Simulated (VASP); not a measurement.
# Bi: single point with LDA

The system is Bi.

```xyz
1
Lattice="3.1524 0.0000 0.0000 0.0000 3.1524 0.0000 0.0000 0.0000 3.1524" Properties=species:S:1:pos:R:3 pbc="T T T"
Bi    0.0000    0.0000    0.0000
```

This cell differs from its parent crystal: volume scaled by 0.96.

| Property | Result |
| --- | --- |
| Program | VASP 6.6.1 |
| Task | single point |
| Functional | LDA |
| Potentials or basis | VASP PAW LDA potentials, release 64 (Bi_d) |
| Cutoff | 520 eV |
| k mesh | 11 × 11 × 11 |
| Occupations | fermi-dirac, width 0.1 eV |
| Spin | no spin polarisation |

- Pressure: 2.9 GPa

Levels at points of the mesh, in eV from the Fermi level:
```tsv
k point	band 5	band 6	band 7	band 8	band 9	band 10
(0.00, 0.00, 0.00)	-22.58	-13.73	3.38	3.38	3.38	6.90
```

Run time: 12 s on 1 thread of Intel Xeon 8259CL, on a shared host, peak memory 0.14 GiB.

Caveat: spin-orbit coupling is left out, which moves the levels of the heavy elements.
